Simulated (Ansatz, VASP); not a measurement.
## One calculation of BaTiO3, two programs

The input INCAR:

```
PREC     = Accurate       # precision mode
ENCUT    = 910            # plane-wave cutoff, eV
EDIFF    = 1E-6           # SCF threshold, eV
ISMEAR   = 0              # smearing method
SIGMA    = 0.0863         # smearing width, eV
LREAL    = False          # projectors in reciprocal space
LASPH    = True           # aspherical terms in the spheres
NELM     = 120            # most SCF steps
ALGO     = Normal         # electronic algorithm
ISIF     = 2              # what is computed and relaxed
LWAVE    = False          # write WAVECAR
LCHARG   = False          # write CHGCAR
GGA      = PE             # functional
NBANDS   = 28             # bands
GGA_COMPAT= False
```

The input KPOINTS:

```
Automatic mesh
0
Gamma
  6 6 6
```

The input POSCAR:

```
BaTiO3
1.0
    4.0309657500      0.0000000000      0.0000000000
    0.0000000000      4.0309657500      0.0000000000
    0.0000000000      0.0000000000      4.0309657500
Ba O Ti
1 3 1
Direct
    0.0000000000      0.0000000000      0.0000000000
    0.5000000000      0.5000000000      0.0000000000
    0.0000000000      0.5000000000      0.5000000000
    0.5000000000      0.0000000000      0.5000000000
    0.5000000000      0.5000000000      0.5000000000
```

Input for Ansatz:

```yaml
crystal:
  lattice:
    - [4.03096575, 0.0, 0.0]
    - [0.0, 4.03096575, 0.0]
    - [0.0, 0.0, 4.03096575]
  atoms:
    - { symbol: Ba, position: [0.0, 0.0, 0.0] }
    - { symbol: O, position: [0.5, 0.5, 0.0] }
    - { symbol: O, position: [0.0, 0.5, 0.5] }
    - { symbol: O, position: [0.5, 0.0, 0.5] }
    - { symbol: Ti, position: [0.5, 0.5, 0.5] }
  symmetry: { tolerance: 0.0003 }
kpoints:
  mp_grid: { grid: [6, 6, 6], shift: [0, 0, 0] }
  band_path:
    path:
      - [0.0, 0.0, 0.0]
      - [0.0, 0.5, 0.0]
      - [0.5, 0.5, 0.0]
      - [0.0, 0.0, 0.0]
      - [0.5, 0.5, 0.5]
      - [0.0, 0.5, 0.0]
      - [0.5, 0.5, 0.5]
      - [0.5, 0.5, 0.0]
    npoints: 8
magnetization:
  spin_polarized: false
scf:
  occupations: { method: gaussian, width: 0.0863 }
  lower_state_search: "off"
  max_iter: 200
hamiltonian:
  pseudopotentials: { kind: paw }
  xc: pbe
basis:
  ecutwfc: 420
  fft_grid_basis: typed
output:
  forces: true
  stress: true
  eigenvalues: true
  bader: true
  populations: true
  elf: true
  write_potential: true
  volumetric_format: npy
  dos:
    e_range: [-12, 8]
    de: 0.05
    projected: { site_lists: { Ba: [Ba], O: [O], Ti: [Ti] } }
checkpoint:
  read: saved_state
```

Alike in both runs: task single point; functional PBE; k mesh 6 × 6 × 6; occupations gaussian, width 0.0863 eV; no spin polarisation.

|  | VASP | Ansatz |
| --- | --- | --- |
| version | VASP 6.6.1 | Ansatz 0.2.0 |
| potentials or method | VASP PAW PBE potentials, release 64 (Ba_sv, O_h, Ti_sv), cutoff 910 eV | PAW plane waves |
| valence electrons in the cell | 40 | 40 |

|  | VASP | Ansatz | Ansatz less VASP |
| --- | --- | --- | --- |
| gap on the k mesh at the Fermi level (eV) | 1.71 | 1.76 | +0.059 |

The functional is the same, so the differences come from potentials, cutoffs and numerics.

Neither program's run includes spin-orbit coupling. Noted on VASP's run: the cutoff is short for stress, so the pressure is rough.
